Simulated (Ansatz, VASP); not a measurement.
# SiO2 in VASP and in Ansatz

```
CELL_PARAMETERS angstrom
-2.65757 3.50513 4.29705
2.65757 -3.50513 4.29705
2.65757 3.50513 -4.29705
ATOMIC_POSITIONS crystal
Si 0.84603 0.81695 0.02908
Si 0.71214 0.18305 0.52908
Si 0.15397 0.18305 0.97092
Si 0.28786 0.81695 0.47092
O 0.01628 0.76628 0.25000
O 0.98372 0.23372 0.75000
O 0.68014 0.50000 0.68014
O 0.31986 0.00000 0.81986
O 0.31986 0.50000 0.31986
O 0.68014 0.00000 0.18014
O 0.00000 0.00000 0.00000
O 0.50000 0.00000 0.50000
```

Alike in both runs: task single point; functional PBE; k mesh 6 × 6 × 6; occupations gaussian, width 0.02 eV; no spin polarisation.

|  | VASP | Ansatz |
| --- | --- | --- |
| version | VASP 6.6.1 | Ansatz 0.2.0 |
| potentials or method | VASP PAW PBE potentials, release 64 (Si, O), cutoff 520 eV | scalar-relativistic, plane waves, PAW |
| valence electrons in the cell | 64 | 64 |

VASP gave:

```
gap on the k mesh at the Fermi level (eV)                     : 5.52
least direct gap on the mesh (eV)                             : 5.56
pressure (GPa)                                                : 12.2
traceless stress, the component that is largest in VASP (GPa) : 0.20
rms of the force components (eV/Å)                            : 0.018
```

What did Ansatz give for the same quantities?

gap on the k mesh at the Fermi level (eV): 5.53; least direct gap on the mesh (eV): 5.56; pressure (GPa): 12.0; traceless stress, the component that is largest in VASP (GPa): 0.01; rms of the force components (eV/Å): 0.003.

Atom by atom the forces differ by 0.015 eV/Å (rms over components). With one functional, cell and mesh, what is left measures potentials, basis and numerics.
